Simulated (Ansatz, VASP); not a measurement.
B: VASP beside Ansatz

```
CELL_PARAMETERS angstrom
4.83136 0.00000 0.00000
0.00000 3.24397 2.24075
0.00000 -3.24397 2.24075
ATOMIC_POSITIONS crystal
B 0.21898 0.51024 0.01683
B 0.78102 0.01683 0.51024
B 0.21898 0.01683 0.51024
B 0.78102 0.51024 0.01683
B 0.00000 0.83828 0.18569
B 0.00000 0.18569 0.83828
B 0.50000 0.20636 0.45410
B 0.50000 0.45410 0.20636
```

Alike in both runs: task single point; functional PBE; k mesh 4 × 6 × 6; occupations gaussian, width 0.1 eV; no spin polarisation.

|  | VASP | Ansatz |
| --- | --- | --- |
| version | VASP 6.6.1 | Ansatz 0.2.0 |
| potentials or method | VASP PAW PBE potentials, release 64 (B), cutoff 520 eV | scalar-relativistic, plane waves, PAW |
| valence electrons in the cell | 24 | 24 |

```tsv
	VASP	Ansatz	Ansatz less VASP
gap on the k mesh at the Fermi level (eV)	none	none	-
pressure (GPa)	21.4	21.4	-0.05
traceless stress, the component that is largest in VASP (GPa)	8.19	8.14	-0.046
rms of the force components (eV/Å)	1.147	1.144	-0.0028
```

Atom by atom the forces differ by 0.005 eV/Å (rms over components). A gap of «none» marks a metal or a gap that the smearing closes.
